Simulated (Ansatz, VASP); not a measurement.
## One calculation of Zr, two programs

```xyz
12
Lattice="6.3710 0.0000 0.0000 0.0000 5.1101 0.0000 0.0000 0.0000 26.1537" Properties=species:S:1:pos:R:3 pbc="T T T"
Zr    3.1855    3.8326    8.0000
Zr    0.0000    3.8326    8.0000
Zr    4.7783    1.2775    8.9196
Zr    1.5928    1.2775    8.9196
Zr    4.7783    3.8326   10.7587
Zr    1.5928    3.8326   10.7587
Zr   -0.0017    1.2773   11.6556
Zr    3.1872    1.2770   11.6543
Zr   -0.0260    3.8193   13.4778
Zr    3.2143    3.8189   13.4812
Zr    1.5962    1.2676   14.2569
Zr    4.7763    1.2341   14.4308
```

Alike in both runs: task single point; functional PBE; dispersion D3(BJ); k mesh 3 × 4 × 1; occupations gaussian, width 0.1 eV; no spin polarisation.

```csv
,VASP,Ansatz
version,VASP 6.6.1,Ansatz 0.2.0
potentials or method,"VASP PAW PBE potentials, release 64 (Zr_sv), cutoff 520 eV","scalar-relativistic, plane waves, PAW"
valence electrons in the cell,144,144
```

```csv
,VASP,Ansatz,Ansatz less VASP
gap on the k mesh at the Fermi level (eV),none,none,-
rms of the force components (eV/Å),0.152,0.152,+0.0001
```

Atom by atom the forces differ by 0.001 eV/Å (rms over components). A gap of «none» marks a metal or a gap that the smearing closes.
